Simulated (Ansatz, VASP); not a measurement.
## SiC in VASP and in Ansatz

```
Si C
1.0
     0.00000    2.17832    2.17832
     2.17832    0.00000    2.17832
     2.17832    2.17832    0.00000
Si C
1 1
Direct
  0.00000 0.00000 0.00000
  0.25000 0.25000 0.25000
```

Alike in both runs: task single point; functional r2SCAN; k mesh 12 × 12 × 12; occupations fermi-dirac, width 0.02 eV; no spin polarisation.

|  | VASP | Ansatz |
| --- | --- | --- |
| version | VASP 6.6.1 | Ansatz 0.2.0 |
| potentials or method | VASP PAW PBE potentials, release 64 (Si, C), cutoff 520 eV | PAW plane waves |
| valence electrons in the cell | 8 | 8 |

|  | VASP | Ansatz | Ansatz less VASP |
| --- | --- | --- | --- |
| gap on the k mesh at the Fermi level (eV) | 1.72 | 1.71 | -0.013 |
| pressure (GPa) | -0.2 | 0.0 | +0.22 |

VASP's potentials were made for PBE, not for r2SCAN.
